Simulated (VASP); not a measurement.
# AlP (F-43m) in VASP: further runs

AlP is run at these levels: r2SCAN; tasks: single point.

Everything below comes from runs of VASP 6.6.1. Logs are shortened: lines on timing, memory, paths and dates and some standing lists are left out, and cuts for length are marked.

**1. The cell of the first run**

Symmetry: F-43m, No. 216, cubic system. The conventional cell has a = 5.533 Å, b = 5.533 Å, c = 5.533 Å, α = 90.00°, β = 90.00°, γ = 90.00°. Within 3.2 Å of Al (site symmetry -43m) lie 4 P at 2.40 Å. P (site symmetry -43m) has 4 Al at 2.40 Å within 3.2 Å.

**2. Single point, r2SCAN (volume changed by +3%)**

Input file POSCAR:

```
AlP
1.0
    0.0000000000      2.7663803321      2.7663803321
    2.7663803321      0.0000000000      2.7663803321
    2.7663803321      2.7663803321      0.0000000000
Al P
1 1
Direct
    0.0000000000      0.0000000000      0.0000000000
    0.2500000000      0.2500000000      0.2500000000
```

Input file INCAR.step1:

```
PREC = Accurate ; ENCUT = 550
ISMEAR = 0 ; SIGMA = 0.01
LREAL = False ; LASPH = True
NELM = 120 ; NBANDS = 11
GGA = PE ; ALGO = Normal
EDIFF = 1E-5 ; LWAVE = True
LCHARG = False ; GGA_COMPAT = False
```

Input file INCAR.step2:

```
PREC = Accurate ; ENCUT = 550
EDIFF = 1E-6 ; ISMEAR = 0
SIGMA = 0.01 ; LREAL = False
LASPH = True ; NELM = 120
ALGO = Normal ; ISIF = 2
LWAVE = False ; LCHARG = False
METAGGA = R2SCAN ; LMIXTAU = True
NBANDS = 11 ; ISTART = 1
GGA_COMPAT = False
```

Input file KPOINTS:

```
Automatic mesh
0
Gamma
  6 6 6
```

Potentials or basis: VASP PAW PBE potentials, release 64 (Al, P).

On the command line:

```bash
cat potpaw_PBE.64/Al/POTCAR potpaw_PBE.64/P/POTCAR > POTCAR
cp INCAR.step1 INCAR
mpirun -np 1 vasp_std > vasp.out
cp INCAR.step2 INCAR
mpirun -np 1 vasp_std > vasp.out
```

OUTCAR:

```text
PREC = Accurate
   ENCUT = 550
   EDIFF = 1E-6
   ISMEAR = 0
   LREAL = False
   LASPH = True
   NELM = 120
   ISIF = 2
   METAGGA = R2SCAN
   ISTART = 1

 ion  position               nearest neighbor table
   1  0.000  0.000  0.000-   2 2.40   2 2.40   2 2.40   2 2.40
   2  0.250  0.250  0.250-   1 2.40   1 2.40   1 2.40   1 2.40

  LATTYP: Found a face centered cubic cell.
 ALAT       =     5.5327606642

  Lattice vectors:

 A1 = (   0.0000000000,   2.7663803321,   2.7663803321)
 A2 = (   2.7663803321,   0.0000000000,   2.7663803321)
 A3 = (   2.7663803321,   2.7663803321,   0.0000000000)

Analysis of symmetry for initial positions (statically):
=====================================================================
 Subroutine PRICEL returns:
 Original cell was already a primitive cell.

 Routine SETGRP: Setting up the symmetry group for a
 face centered cubic supercell.

 Subroutine GETGRP returns: Found 24 space group operations
 (whereof 24 operations were pure point group operations)
 out of a pool of 48 trial point group operations.

The static configuration has the point symmetry T_d .

Analysis of symmetry for dynamics (positions and initial velocities):
=====================================================================
 Subroutine PRICEL returns:
 Original cell was already a primitive cell.

 Routine SETGRP: Setting up the symmetry group for a
 face centered cubic supercell.

 Subroutine GETGRP returns: Found 24 space group operations
 (whereof 24 operations were pure point group operations)
 out of a pool of 48 trial point group operations.

The dynamic configuration has the point symmetry T_d .

 Subroutine INISYM returns: Found 24 space group operations
 (whereof 24 operations are pure point group operations),
 and found     1 'primitive' translations

----------------------------------------------------------------------------------------

                                     Primitive cell

  volume of cell :      42.3414

  direct lattice vectors                    reciprocal lattice vectors
     0.000000000  2.766380332  2.766380332    -0.180741597  0.180741597  0.180741597
     2.766380332  0.000000000  2.766380332     0.180741597 -0.180741597  0.180741597
     2.766380332  2.766380332  0.000000000     0.180741597  0.180741597 -0.180741597

  length of vectors
     3.912252584  3.912252584  3.912252584     0.313053630  0.313053630  0.313053630

  position of ions in fractional coordinates (direct lattice)
     0.000000000  0.000000000  0.000000000
     0.250000000  0.250000000  0.250000000

  ion indices of the primitive-cell ions
   primitive index   ion index
                 1           1
                 2           2

----------------------------------------------------------------------------------------

 KPOINTS: Automatic mesh

Automatic generation of k-mesh.
 Grid dimensions read from file:
 generate k-points for:    6    6    6

 Generating k-lattice:

  Cartesian coordinates                     Fractional coordinates (reciprocal lattice)
    -0.030123600  0.030123600  0.030123600     0.166666667  0.000000000  0.000000000
     0.030123600 -0.030123600  0.030123600     0.000000000  0.166666667  0.000000000
     0.030123600  0.030123600 -0.030123600     0.000000000  0.000000000  0.166666667

  Length of vectors
     0.052175605  0.052175605  0.052175605

  Shift w.r.t. Gamma in fractional coordinates (k-lattice)
     0.000000000  0.000000000  0.000000000

 Subroutine IBZKPT returns following result:
 ===========================================

 Found     16 irreducible k-points:

 Following reciprocal coordinates:
            Coordinates               Weight
  0.000000  0.000000  0.000000      1.000000
  0.166667  0.000000  0.000000      8.000000
  0.333333  0.000000  0.000000      8.000000
  0.500000  0.000000  0.000000      4.000000
  0.166667  0.166667  0.000000      6.000000
  0.333333  0.166667  0.000000     24.000000
[... 8 lines left out ...]
 -0.333333  0.333333  0.166667     24.000000
 -0.333333  0.500000  0.166667     12.000000
   k-points           NKPTS =     16   k-points in BZ     NKDIM =     16   number of bands    NBANDS=     11
   number of dos      NEDOS =    301   number of ions     NIONS =      2
   total plane-waves  NPLWV =  27000
   dimension x,y,z NGX =    30 NGY =   30 NGZ =   30
   dimension x,y,z NGXF=    60 NGYF=   60 NGZF=   60
   ions per type =               1   1
   NGX,Y,Z   is equivalent  to a cutoff of  12.75, 12.75, 12.75 a.u.
   NGXF,Y,Z  is equivalent  to a cutoff of  25.50, 25.50, 25.50 a.u.
 SYSTEM =  unknown system
   PREC   = accura    normal or accurate (medium, high low for compatibility)
   ISTART =      1    job   : 0-new  1-cont  2-samecut
   ICHARG =      0    charge: 1-file 2-atom 10-const
   ISPIN  =      1    spin polarized calculation?
   LNONCOLLINEAR =      F non collinear calculations
   LSORBIT =      F    spin-orbit coupling
   LASPH  =      T    aspherical Exc in radial PAW
   ENCUT  =  550.0 eV  40.42 Ry    6.36 a.u.   7.48  7.48  7.48*2*pi/ulx,y,z
   NELM   =    120;   NELMIN=  2; NELMDL=  0     # of ELM steps
   EDIFF  = 0.1E-05   stopping-criterion for ELM
   LREAL  =      F    real-space projection
   EDIFFG = 0.1E-04   stopping-criterion for IOM
   NSW    =      0    number of steps for IOM
   IBRION =     -1    ionic relax: 0-MD 1-quasi-New 2-CG
   NFREE  =      0    steps in history (QN), initial steepest desc. (CG)
   ISIF   =      2    stress and relaxation
   ISYM   =      2    0-nonsym 1-usesym 2-fastsym
   POTIM  = 0.5000    time-step for ionic-motion
   TEBEG  =    0.0;   TEEND  =   0.0 temperature during run
   PSTRESS=    0.0 pullay stress
   NELECT =       8.0000    total number of electrons
   NUPDOWN=      -1.0000    fix difference up-down
   EMIN   =  10.00;   EMAX   =-10.00  energy-range for DOS
   EFERMI =   0.00;   METHOD = LEGACY
   ISMEAR =     0;   SIGMA  =   0.01  broadening in eV -4-tet -1-fermi 0-gaus
   EFERMI_NEDOS =   21; number of points for ismear=-14 and -15
   IALGO  =     38    algorithm
   IMIX   =      4    mixing-type and parameters
     AMIX     =   0.40;   BMIX     =  1.00
     AMIX_MAG =   1.60;   BMIX_MAG =  1.00
  volume/ion in A,a.u.               =      21.17       142.87
  Fermi-wavevector in a.u.,A,eV,Ry     =   0.939398  1.775205 12.006713  0.882469
  Thomas-Fermi vector in A             =   2.066706
   LORBIT       =      0    0 simple, 1 ext, 2 COOP (PROOUT), +10 PAW based schemes
   METAGGA = R2SCAN    functional components
   LHFCALC =     F    Hartree Fock is set to
   AEXX    =    0.0000 exact exchange contribution
   IVDW    =     0    specifies the selected vdW correction
   LEPSILON=     F    determine dielectric tensor
   LRPA    =     F    only Hartree local field effects (RPA)
 non-spin polarized calculation
 Gauss-broadening in eV      SIGMA  =   0.01
  energy-cutoff  :      550.00
  volume of cell :       42.34
 maximum number of plane-waves:      1258
 NGX is ok and might be reduce to    30
   NGX = 15   NGY = 15   NGZ = 15

 number of electron       8.0000000 magnetization

 Free energy of the ion-electron system (eV)
  ---------------------------------------------------
  ext. energy  EPLUGINS =         0.00000000
  ---------------------------------------------------
  free energy    TOTEN  =       -17.19123746 eV

  energy without entropy =      -17.19123746  energy(sigma->0) =      -17.19123746

 E-fermi :   4.1009     XC(G=0):  -9.4730

 val. band max:        4.0535576193   @ k =   0.0000   0.0000   0.0000
 cond. band min:       6.0314792038   @ k =   0.5000   0.5000   0.0000
 fundamental gap:      1.9779215844
 Fermi energy:         4.1009491865

 k-point     1 :       0.0000    0.0000    0.0000
  band No.  band energies     occupation
      1      -7.7069      2.00000
      2       4.0536      2.00000
      3       4.0536      2.00000
      4       4.0536      2.00000
      5       7.6928      0.00000
      6       8.9672      0.00000
      7       8.9672      0.00000
      8       8.9672      0.00000
      9      13.3163      0.00000
     10      13.3163      0.00000
     11      14.9440      0.00000

 k-point     2 :       0.1667    0.0000    0.0000
  band No.  band energies     occupation
      1      -7.4048      2.00000
      2       2.2067      2.00000
      3       3.8129      2.00000
      4       3.8129      2.00000
      5       8.0270      0.00000
      6       9.4080      0.00000
      7       9.4080      0.00000
      8      10.0718      0.00000
      9      12.7019      0.00000
     10      12.7019      0.00000
     11      15.5380      0.00000

 k-point     3 :       0.3333    0.0000    0.0000
  band No.  band energies     occupation
      1      -6.6256      2.00000
      2      -0.2636      2.00000
      3       3.4381      2.00000
      4       3.4381      2.00000
      5       7.4592      0.00000
      6       9.4821      0.00000
      7       9.4821      0.00000
      8      12.4487      0.00000
      9      13.6595      0.00000
     10      13.6595      0.00000
     11      14.9557      0.00000

 k-point     4 :       0.5000    0.0000    0.0000
  band No.  band energies     occupation
      1      -6.0592      2.00000
      2      -1.4432      2.00000
      3       3.2852      2.00000
      4       3.2852      2.00000
      5       7.2190      0.00000
      6       9.2598      0.00000
      7       9.2598      0.00000
      8      12.8722      0.00000
      9      16.0896      0.00000
     10      16.0896      0.00000
     11      16.4554      0.00000
[... 127 lines left out ...]
 k-point    14 :       0.5000    0.3333    0.1667
  band No.  band energies     occupation
      1      -6.0121      2.00000
      2      -0.3672      2.00000
      3       1.4221      2.00000
      4       2.4891      2.00000
      5       8.2824      0.00000
      6       9.2745      0.00000
      7       9.9516      0.00000
      8      12.7120      0.00000
      9      13.8730      0.00000
     10      16.0983      0.00000
     11      17.9820      0.00000

 k-point    15 :      -0.3333    0.3333    0.1667
  band No.  band energies     occupation
      1      -5.5713      2.00000
      2      -0.9213      2.00000
      3       0.9718      2.00000
      4       2.1067      2.00000
      5       8.4765      0.00000
      6       9.4170      0.00000
      7      11.3435      0.00000
      8      12.1574      0.00000
      9      13.4082      0.00000
     10      16.5643      0.00000
     11      17.5107      0.00000

 k-point    16 :      -0.3333    0.5000    0.1667
  band No.  band energies     occupation
      1      -5.3765      2.00000
      2      -0.9810      2.00000
      3       1.1838      2.00000
      4       1.4405      2.00000
      5       7.7429      0.00000
      6       8.7393      0.00000
      7      12.1612      0.00000
      8      12.4905      0.00000
      9      15.8704      0.00000
     10      16.5100      0.00000
     11      17.9348      0.00000

------------------------ aborting loop because EDIFF is reached ----------------------------------------

  FORCE on cell =-STRESS in cart. coord.  units (eV):
  Direction    XX          YY          ZZ          XY          YZ          ZX
  --------------------------------------------------------------------------------------
  -------------------------------------------------------------------------------------
  Total       -0.7325384     -0.7325384     -0.7325384      0.0000000      0.0000000      0.0000000
  in kB      -27.7188585    -27.7188585    -27.7188585      0.0000000      0.0000000      0.0000000
  external PRESSURE =     -27.7188585 kB  Pullay stress =       0.0000000 kB

 VOLUME and BASIS-vectors are now :
 -----------------------------------------------------------------------------
  energy-cutoff  :      550.00
  volume of cell :       42.34
      direct lattice vectors                 reciprocal lattice vectors
     0.000000000  2.766380332  2.766380332    -0.180741597  0.180741597  0.180741597
     2.766380332  0.000000000  2.766380332     0.180741597 -0.180741597  0.180741597
     2.766380332  2.766380332  0.000000000     0.180741597  0.180741597 -0.180741597

 POSITION                                       TOTAL-FORCE (eV/Angst)
 -----------------------------------------------------------------------------------
      0.00000      0.00000      0.00000         0.000000      0.000000     -0.000000
      1.38319      1.38319      1.38319        -0.000000     -0.000000      0.000000
 -----------------------------------------------------------------------------------
    total drift:                                0.000000      0.000000      0.000000

  FREE ENERGIE OF THE ION-ELECTRON SYSTEM (eV)
  ---------------------------------------------------
  free  energy   TOTEN  =       -17.1912374608 eV

  energy  without entropy=      -17.1912374608  energy(sigma->0) =      -17.19123746
```

Wall time 24 s (1 thread of AMD EPYC 9R45 (Zen 5), shared host); peak memory 0.13 GiB.

Results:

```
Free energy            : -17.1912 eV
Pressure               : -2.8 GPa
Band gap on the k mesh : 1.98 eV, indirect (least direct gap 3.64 eV)
```

Caveat: the PAW data sets were made with another functional, which shifts forces and pressure a little.

**3. Single point, r2SCAN (volume changed by +6%)**

Input file POSCAR:

```
AlP
1.0
    0.0000000000      2.7929817748      2.7929817748
    2.7929817748      0.0000000000      2.7929817748
    2.7929817748      2.7929817748      0.0000000000
Al P
1 1
Direct
    0.0000000000      0.0000000000      0.0000000000
    0.2500000000      0.2500000000      0.2500000000
```

Input file INCAR.step1:

```
PREC     = Accurate       # precision mode
ENCUT    = 550            # plane-wave cutoff, eV
ISMEAR   = 0              # smearing method
SIGMA    = 0.01           # smearing width, eV
LREAL    = F              # projectors in reciprocal space
LASPH    = T              # aspherical terms in the spheres
NELM     = 120            # most SCF steps
NBANDS   = 11             # bands
GGA      = PE             # functional
ALGO     = Normal         # electronic algorithm
EDIFF    = 1E-5           # SCF threshold, eV
LWAVE    = T              # write WAVECAR
LCHARG   = F              # write CHGCAR
GGA_COMPAT= F
```

Input file INCAR.step2:

```
PREC     = Accurate       # precision mode
ENCUT    = 550            # plane-wave cutoff, eV
EDIFF    = 1E-6           # SCF threshold, eV
ISMEAR   = 0              # smearing method
SIGMA    = 0.01           # smearing width, eV
LREAL    = F              # projectors in reciprocal space
LASPH    = T              # aspherical terms in the spheres
NELM     = 120            # most SCF steps
ALGO     = Normal         # electronic algorithm
ISIF     = 2              # what is computed and relaxed
LWAVE    = F              # write WAVECAR
LCHARG   = F              # write CHGCAR
METAGGA  = R2SCAN         # meta-GGA
LMIXTAU  = T            
NBANDS   = 11             # bands
ISTART   = 1            
GGA_COMPAT= F
```

KPOINTS is that of step 2.

Potentials or basis: VASP PAW PBE potentials, release 64 (Al, P).

On the command line:

```bash
cat potpaw_PBE.64/Al/POTCAR potpaw_PBE.64/P/POTCAR > POTCAR
cp INCAR.step1 INCAR
mpirun -np 1 vasp_std > vasp.out
cp INCAR.step2 INCAR
mpirun -np 1 vasp_std > vasp.out
```

It took 25 s on 1 thread of AMD EPYC 9R45 (Zen 5), shared host; peak memory 0.13 GiB.

Results (log left out):

* Free energy: -17.1614 eV
* Pressure: -4.9 GPa
* Band gap on the k mesh: 2.02 eV, indirect (least direct gap 3.38 eV)

Levels at points of the mesh, in eV from the valence-band top:
```tsv
k point	band 1	band 2	band 3	band 4	band 5	band 6	band 7	band 8
(0.00, 0.00, 0.00)	-11.60	0.00	0.00	0.00	3.38	4.87	4.87	4.87
(0.50, 0.00, 0.00)	-10.02	-5.37	-0.75	-0.75	3.05	5.19	5.19	8.72
(0.50, 0.50, 0.00)	-9.40	-5.20	-2.04	-2.04	2.02	2.85	11.37	11.37
```

Caveat: the PAW data sets were made with another functional, which shifts forces and pressure a little. A k mesh can miss the band edges.
